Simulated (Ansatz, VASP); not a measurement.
## ZrB: VASP beside Ansatz

INCAR

```
PREC     = Accurate       # precision mode
ENCUT    = 520            # plane-wave cutoff, eV
EDIFF    = 1E-6           # SCF threshold, eV
ISMEAR   = 0              # smearing method
SIGMA    = 0.05           # smearing width, eV
LREAL    = False          # projectors in reciprocal space
LASPH    = True           # aspherical terms in the spheres
NELM     = 100            # most SCF steps
ALGO     = Normal         # electronic algorithm
ISIF     = 2              # what is computed and relaxed
LWAVE    = False          # write WAVECAR
LCHARG   = False          # write CHGCAR
GGA      = PE             # functional
NBANDS   = 14             # bands
```

The input KPOINTS:

```
regular mesh
0
Gamma
  12 12 12
```

The input POSCAR:

```
ZrB
1.0
    0.0000000000      2.4683614059      2.4683614059
    2.4683614059      0.0000000000      2.4683614059
    2.4683614059      2.4683614059      0.0000000000
Zr B
1 1
Direct
    0.5000000000      0.5000000000      0.5000000000
    0.0000000000      0.0000000000      0.0000000000
```

Input for Ansatz:

```yaml
crystal:
  lattice:
    - [0.0, 2.4683614059, 2.4683614059]
    - [2.4683614059, 0.0, 2.4683614059]
    - [2.4683614059, 2.4683614059, 0.0]
  atoms:
    - { symbol: Zr, position: [0.5, 0.5, 0.5] }
    - { symbol: B, position: [0.0, 0.0, 0.0] }
basis:
  ecutwfc: 420
  ecutrho_ratio: 4
kpoints:
  mp_grid: { grid: [12, 12, 12] }
hamiltonian:
  xc: pbe
scf:
  occupations: { method: gaussian, width: 0.05 }
output:
  forces: true
  stress: true
  eigenvalues: true
```

Alike in both runs: task single point; functional PBE; k mesh 12 × 12 × 12; occupations gaussian, width 0.05 eV; no spin polarisation.

|  | VASP | Ansatz |
| --- | --- | --- |
| version | VASP 6.6.1 | Ansatz 0.2.0 |
| potentials or method | VASP PAW PBE potentials, release 64 (Zr_sv, B), cutoff 520 eV | scalar-relativistic, plane waves, PAW |
| valence electrons in the cell | 15 | 15 |

VASP gave:

* gap on the k mesh at the Fermi level (eV): none
* pressure (GPa): -3.0

Question: Which values does Ansatz return?

Answer: gap on the k mesh at the Fermi level (eV): none; pressure (GPa): -3.1.

A gap of «none» marks a metal or a gap that the smearing closes.
